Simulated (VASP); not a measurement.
A run of VASP 6.6.1 is set up as follows.

The input INCAR:

```
SYSTEM = BaTiO3
  PREC = Accurate
  ENCUT = 520
  EDIFF = 1E-6
  ISMEAR = 0
  SIGMA = 0.02
  LREAL = .FALSE.
  LASPH = .TRUE.
  NELM = 100
  ALGO = Normal
  ISIF = 2
  LWAVE = .FALSE.
  LCHARG = .FALSE.
  GGA = PE
  NBANDS = 28
```

Contents of KPOINTS:

```
regular mesh
0
G
  8 8 8
  0 0 0
```

The input POSCAR:

```
BaTiO3
1.0
    3.9723905716      0.0000000000      0.0000000000
    0.0000000000      2.8905577598      2.9158992941
    0.0000000000     -2.8905577598      2.9158992941
Ba Ti O
1 1 3
Direct
    0.0000000000      0.0115969521      0.0115969521
    0.5000000000      0.5278060064      0.5278060064
    0.0000000000      0.4872863765      0.4872863765
    0.5000000000      0.4931620084      0.9763686566
    0.5000000000      0.9763686566      0.4931620084
```

Potentials or basis: VASP PAW PBE potentials, release 64 (Ba_sv, Ti_sv, O).

Launch:

```console
$ cat potpaw_PBE.64/Ba_sv/POTCAR potpaw_PBE.64/Ti_sv/POTCAR potpaw_PBE.64/O/POTCAR > POTCAR
$ mpirun -np 1 vasp_std > vasp.out
```

**Question.** Estimate the band gap on the k mesh.

**Answer.** 2.35 eV (least direct gap 2.89 eV).

**Question.** Predict the largest force.

**Answer.** 0.091 eV/Å.

Stress tensor (GPa, compression positive):
```
1.54 0.00 0.00
0.00 1.64 0.00
0.00 0.00 1.57
```

Caveat: spin-orbit coupling is left out, which moves the levels of the heavy elements. A k mesh can miss the band edges.
